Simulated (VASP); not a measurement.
# RbBr (Fm-3m) in VASP: single point with HSE06

Aim: the single point of RbBr with HSE06.

All numbers are computed with VASP 6.6.1; they aren't measurements. Logs are shortened: lines on timing, memory, paths and dates and some standing lists are left out, and cuts for length are marked.

### 1 The cell of the first run

Symmetry: Fm-3m, No. 225, cubic system. Conventional cell: a = 6.922 Å, b = 6.922 Å, c = 6.922 Å, α = 90.00°, β = 90.00°, γ = 90.00°. Rb (site symmetry m-3m) has 6 Br at 3.46 Å within 4.5 Å. Within 4.5 Å of Br (site symmetry m-3m) lie 6 Rb at 3.46 Å.

### 2 Single point, HSE06, non-collinear spin, zero start, spin-orbit coupling

POSCAR

```
RbBr
1.0
    0.0000000000      3.4608318259      3.4608318259
    3.4608318259      0.0000000000      3.4608318259
    3.4608318259      3.4608318259      0.0000000000
Rb Br
1 1
Direct
    0.0000000000      0.0000000000      0.0000000000
    0.5000000000      0.5000000000      0.5000000000
```

INCAR.step1

```
PREC = Accurate
ENCUT = 520
EDIFF = 1E-5
ISMEAR = 0
SIGMA = 0.01
LREAL = False
LASPH = True
NELM = 150
ALGO = Normal
ISIF = 2
LWAVE = True
LCHARG = False
MAGMOM = 0 0 0 0 0 0
LORBIT = 11
LSORBIT = True
GGA_COMPAT = False
LORBMOM = True
GGA = PE
NBANDS = 28
KPAR = 4
```

INCAR.step2

```
PREC = Accurate
ENCUT = 520
EDIFF = 1E-7
ISMEAR = 0
SIGMA = 0.01
LREAL = False
LASPH = True
NELM = 150
ALGO = Normal
ISIF = 2
LWAVE = False
LCHARG = False
MAGMOM = 0 0 0 0 0 0
LORBIT = 11
LSORBIT = True
GGA_COMPAT = False
LORBMOM = True
GGA = PE
LHFCALC = True
HFSCREEN = 0.2079
PRECFOCK = Normal
ISTART = 1
NBANDS = 28
KPAR = 4
```

KPOINTS

```
Automatic mesh
0
Gamma
  4 4 4
```

Potentials or basis: VASP PAW PBE potentials, release 64 (Rb_sv, Br).

The run is started by

```
$ cat potpaw_PBE.64/Rb_sv/POTCAR potpaw_PBE.64/Br/POTCAR > POTCAR
$ cp INCAR.step1 INCAR
$ mpirun -np 4 vasp_ncl > vasp.out
$ cp INCAR.step2 INCAR
$ mpirun -np 4 vasp_ncl > vasp.out
```

OUTCAR:

```text
PREC = Accurate
   ENCUT = 520
   EDIFF = 1E-7
   ISMEAR = 0
   LREAL = False
   LASPH = True
   NELM = 150
   ISIF = 2
   LORBIT = 11
   LSORBIT = True
   GGA = PE
   LHFCALC = True
   HFSCREEN = 0.2079
   PRECFOCK = Normal
   ISTART = 1

 ion  position               nearest neighbor table
   1  0.000  0.000  0.000-   2 3.46   2 3.46   2 3.46   2 3.46   2 3.46   2 3.46
   2  0.500  0.500  0.500-   1 3.46   1 3.46   1 3.46   1 3.46   1 3.46   1 3.46

  LATTYP: Found a face centered cubic cell.
 ALAT       =     6.9216636518

  Lattice vectors:

 A1 = (   0.0000000000,   3.4608318259,   3.4608318259)
 A2 = (   3.4608318259,   0.0000000000,   3.4608318259)
 A3 = (   3.4608318259,   3.4608318259,   0.0000000000)

Analysis of symmetry for initial positions (statically):
=====================================================================
 Subroutine PRICEL returns:
 Original cell was already a primitive cell.

 Routine SETGRP: Setting up the symmetry group for a
 face centered cubic supercell.

 Subroutine GETGRP returns: Found 48 space group operations
 (whereof 48 operations were pure point group operations)
 out of a pool of 48 trial point group operations.

The static configuration has the point symmetry O_h .

Analysis of symmetry for dynamics (positions and initial velocities):
=====================================================================
 Subroutine PRICEL returns:
 Original cell was already a primitive cell.

 Routine SETGRP: Setting up the symmetry group for a
 face centered cubic supercell.

 Subroutine GETGRP returns: Found 48 space group operations
 (whereof 48 operations were pure point group operations)
 out of a pool of 48 trial point group operations.

The dynamic configuration has the point symmetry O_h .

Analysis of structural, dynamic, and magnetic symmetry:
=====================================================================
 Subroutine PRICEL returns:
 Original cell was already a primitive cell.

 Routine SETGRP: Setting up the symmetry group for a
 face centered cubic supercell.

 Subroutine GETGRP returns: Found 48 space group operations
 (whereof 48 operations were pure point group operations)
 out of a pool of 48 trial point group operations.

The overall configuration has the point symmetry O_h .

 Subroutine INISYM returns: Found 48 space group operations
 (whereof 48 operations are pure point group operations),
 and found     1 'primitive' translations

----------------------------------------------------------------------------------------

[... 411 lines left out ...]
    total drift:                               -0.000000     -0.000000     -0.000000

  FREE ENERGIE OF THE ION-ELECTRON SYSTEM (eV)
  ---------------------------------------------------
  free  energy   TOTEN  =        -7.1230372025 eV

  energy  without entropy=       -7.1230372025  energy(sigma->0) =       -7.12303720

 orbital moment (x)

 # of ion     p       d       tot
 ----------------------------------------
  1         0.000   0.000   0.000
  2        -0.000   0.000  -0.000
 ----------------------------------------
            0.000   0.000   0.000

 orbital moment (y)

 # of ion     p       d       tot
 ----------------------------------------
  1         0.000   0.000   0.000
  2         0.000   0.000   0.000
 ----------------------------------------
            0.000   0.000   0.000

 orbital moment (z)

 # of ion     p       d       tot
 ----------------------------------------
  1         0.000   0.000   0.000
  2         0.000   0.000   0.000
 ----------------------------------------
            0.000   0.000   0.000

 Spin-Orbit-Coupling matrix elements

 Ion:    1  E_soc:     -0.0514737
 l=   1
     0.0000000    -0.0085723    -0.0085723
    -0.0085723     0.0000000    -0.0085723
    -0.0085723    -0.0085723     0.0000000
 l=   2
     0.0000000     0.0000006     0.0000000     0.0000006    -0.0000072
     0.0000006     0.0000000    -0.0000054     0.0000006    -0.0000018
     0.0000000    -0.0000054     0.0000000    -0.0000054     0.0000000
     0.0000006     0.0000006    -0.0000054     0.0000000    -0.0000018
    -0.0000072    -0.0000018     0.0000000    -0.0000018     0.0000000
 l=   3
     0.0000000     0.0000000     0.0000000     0.0000000     0.0000000     0.0000000     0.0000000
     0.0000000     0.0000000     0.0000000     0.0000000     0.0000000     0.0000000     0.0000000
     0.0000000     0.0000000     0.0000000     0.0000000     0.0000000     0.0000000     0.0000000
     0.0000000     0.0000000     0.0000000     0.0000000     0.0000000     0.0000000     0.0000000
     0.0000000     0.0000000     0.0000000     0.0000000     0.0000000     0.0000000     0.0000000
     0.0000000     0.0000000     0.0000000     0.0000000     0.0000000     0.0000000     0.0000000
     0.0000000     0.0000000     0.0000000     0.0000000     0.0000000     0.0000000     0.0000000

 Ion:    2  E_soc:     -0.0499038
 l=   1
     0.0000000    -0.0083170    -0.0083170
    -0.0083170     0.0000000    -0.0083170
    -0.0083170    -0.0083170     0.0000000
 l=   2
     0.0000000    -0.0000000     0.0000000    -0.0000000    -0.0000003
    -0.0000000     0.0000000    -0.0000002    -0.0000000    -0.0000001
     0.0000000    -0.0000002     0.0000000    -0.0000002     0.0000000
    -0.0000000    -0.0000000    -0.0000002     0.0000000    -0.0000001
    -0.0000003    -0.0000001     0.0000000    -0.0000001     0.0000000
 l=   3
     0.0000000     0.0000000     0.0000000     0.0000000     0.0000000     0.0000000     0.0000000
     0.0000000     0.0000000     0.0000000     0.0000000     0.0000000     0.0000000     0.0000000
     0.0000000     0.0000000     0.0000000     0.0000000     0.0000000     0.0000000     0.0000000
     0.0000000     0.0000000     0.0000000     0.0000000     0.0000000     0.0000000     0.0000000
     0.0000000     0.0000000     0.0000000     0.0000000     0.0000000     0.0000000     0.0000000
     0.0000000     0.0000000     0.0000000     0.0000000     0.0000000     0.0000000     0.0000000
     0.0000000     0.0000000     0.0000000     0.0000000     0.0000000     0.0000000     0.0000000

 total charge

# of ion       s       p       d       tot
------------------------------------------
    1        1.941   5.414   0.018   7.373
    2        1.594   3.334   0.001   4.929
--------------------------------------------------
tot          3.536   8.748   0.018  12.302

 magnetization (x)

# of ion       s       p       d       tot
------------------------------------------
    1        0.000   0.000   0.000   0.000
    2        0.000  -0.000   0.000  -0.000
--------------------------------------------------
tot          0.000  -0.000   0.000   0.000

 magnetization (y)

# of ion       s       p       d       tot
------------------------------------------
    1        0.000   0.000   0.000   0.000
    2       -0.000   0.000   0.000  -0.000
--------------------------------------------------
tot         -0.000   0.000   0.000   0.000

 magnetization (z)

# of ion       s       p       d       tot
------------------------------------------
    1       -0.000   0.000  -0.000  -0.000
    2       -0.000   0.000  -0.000  -0.000
--------------------------------------------------
tot         -0.000   0.000  -0.000  -0.000
```

OUTCAR.step1:

```text
PREC = Accurate
   ENCUT = 520
   EDIFF = 1E-5
   ISMEAR = 0
   LREAL = False
   LASPH = True
   NELM = 150
   ISIF = 2
   LORBIT = 11
[... 562 lines left out ...]
tot         -0.000   0.000  -0.000  -0.000

 magnetization (y)

# of ion       s       p       d       tot
------------------------------------------
    1       -0.000   0.000   0.000  -0.000
    2       -0.000   0.000   0.000  -0.000
--------------------------------------------------
tot         -0.000   0.000   0.000  -0.000

 magnetization (z)

# of ion       s       p       d       tot
------------------------------------------
    1       -0.000   0.000   0.000  -0.000
    2        0.000   0.000   0.000   0.000
--------------------------------------------------
tot         -0.000   0.000   0.000  -0.000
```

Run time: 23 min. Hardware: 4 MPI ranks of AMD EPYC, shared host; peak memory 0.5 GiB.

Results:

```yaml
Free_energy: -7.1230 eV
Pressure: 0.3 GPa
Net_moment: 0.00 μB per cell
Valence_electrons_inside_the_program's_atomic_spheres: Rb 7.37; Br 4.93
```

Moments on the atoms (μB; x, y, z):
```
Rb  0.00 0.00 0.00
Br  0.00 0.00 0.00
```

Caveat: the k points lie up to 0.39 Å⁻¹ apart; the PAW data sets were made with another functional, which shifts forces and pressure a little.
